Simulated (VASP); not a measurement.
Ag: single point with r2SCAN

Ag:

```xyz
1
Lattice="2.7940 0.0000 0.0000 -1.3970 2.4196 0.0000 0.0000 0.0000 2.6106" Properties=species:S:1:pos:R:3 pbc="T T T"
Ag    0.0000    0.0000    0.0000
```

| Property | Result |
| --- | --- |
| Program | VASP 6.6.1 |
| Task | single point |
| Functional | r2SCAN |
| Potentials or basis | VASP PAW PBE potentials, release 64 (Ag) |
| Cutoff | 520 eV |
| k mesh | 9 × 9 × 8 |
| Occupations | gaussian, width 0.1 eV |
| Spin | no spin polarisation |

```yaml
Pressure: 6.6 GPa
```

Stress tensor (GPa, compression positive):
```
 2.68  0.00  0.00
 0.00  2.68  0.00
 0.00  0.00 14.46
```

Levels at points of the mesh, in eV from the Fermi level:
```csv
k point,band 2,band 3,band 4,band 5,band 6,band 7,band 8,band 9,band 10,band 11
"(0.00, 0.00, 0.00)",-6.82,-5.07,-5.07,-3.11,-3.11,15.54,16.80,19.97,19.97,21.76
"(0.00, 0.00, 0.50)",-4.79,-4.79,-4.35,-4.35,-0.94,2.30,20.23,22.57,22.65,22.65
```

Wall time 23 s on 1 thread of Intel Xeon 6975P-C, on a shared host, peak memory 0.14 GiB.

Caveat: the PAW data sets were made with another functional, which shifts forces and pressure a little.
